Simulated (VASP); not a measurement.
Write the native input for VASP 6.6.1 that does the following.

| Property | Result |
| --- | --- |
| Task | single point |
| Functional | PBE |
| Dispersion | D3(BJ) |
| Potentials or basis | VASP PAW PBE potentials, release 64 (Se, W_sv) |
| Cutoff | 400 eV |
| k mesh | 3 × 3 × 1 |
| Occupations | gaussian, width 0.05 eV |
| Spin | no spin polarisation |
| Dipole correction | yes |
| Further INCAR settings | ALGO = Normal; EDIFF = 1e-06; NBANDS = 122; NELMDL = -8 |

The structure of WSe2 lies in POSCAR:

```
WSe2
1.0
    6.5580551065      0.0000000000      0.0000000000
   -3.2790275533      5.6794423217      0.0000000000
    0.0000000000      0.0000000000     28.4558503180
Se W
16 8
Direct
    0.1666666667      0.3333333333      0.2811372674
    0.1666666667      0.8333333333      0.2811372674
    0.6666666667      0.3333333333      0.2811372674
    0.6666666667      0.8333333333      0.2811372674
    0.1666666667      0.3333333333      0.3995222284
    0.1666666667      0.8333333333      0.3995222284
    0.6666666667      0.3333333333      0.3995222284
    0.6666666667      0.8333333333      0.3995222284
    0.3331744584      0.1663268840      0.5062143577
    0.3332651680      0.6664525894      0.5062113817
    0.8332383981      0.1663846541      0.5062239175
    0.8333301432      0.6664575868      0.5062473653
    0.3332645999      0.1665657878      0.6247511638
    0.3333896337      0.6662904663      0.6247715485
    0.8332631152      0.1664754276      0.6247472469
    0.8331347298      0.6662528717      0.6246704580
    0.3333333333      0.1666666667      0.3403297479
    0.3333333333      0.6666666667      0.3403297479
    0.8333333333      0.1666666667      0.3403297479
    0.8333333333      0.6666666667      0.3403297479
    0.1665820538      0.3330772692      0.5654551205
    0.1667607288      0.8331355582      0.5654752710
    0.6664425970      0.3329107708      0.5654478896
    0.6665634847      0.8331755359      0.5654765730
```

One way to write it, as run:

INCAR

```
SYSTEM = WSe2
PREC     = Accurate       ! precision mode
ENCUT    = 400            ! plane-wave cutoff, eV
EDIFF    = 1E-6           ! SCF threshold, eV
ISMEAR   = 0              ! smearing method
SIGMA    = 0.05           ! smearing width, eV
LREAL    = .FALSE.        ! projectors in reciprocal space
LASPH    = .TRUE.         ! aspherical terms in the spheres
NELM     = 120            ! most SCF steps
ALGO     = Normal         ! electronic algorithm
ISIF     = 2              ! what is computed and relaxed
LWAVE    = .FALSE.        ! write WAVECAR
LCHARG   = .FALSE.        ! write CHGCAR
LDIPOL   = .TRUE.       
IDIPOL   = 3            
DIPOL    = 0.5 0.5 0.453
GGA      = PE             ! functional
IVDW     = 12             ! dispersion correction
NBANDS   = 122            ! bands
GGA_COMPAT= .FALSE.      
NELMDL   = -8
```

KPOINTS

```
regular mesh
0
G
  3 3 1
  0 0 0
```

Potentials or basis: VASP PAW PBE potentials, release 64 (Se, W_sv).

The run is started by

```console
$ cat potpaw_PBE.64/Se/POTCAR potpaw_PBE.64/W_sv/POTCAR > POTCAR
$ mpirun -np 1 vasp_std > vasp.out
```

It gave:

```yaml
Largest_force: 0.081 eV/Å
Band_gap_on_the_k_mesh: 1.29 eV
Dispersion_energy_per_atom: -0.404 eV
```

Caveat: spin-orbit coupling is left out, which moves the levels of the heavy elements.

It took 15 min on 1 thread of AMD EPYC 9R45 96-Core Processor (Zen 5) (shared host), peak memory 0.98 GiB.
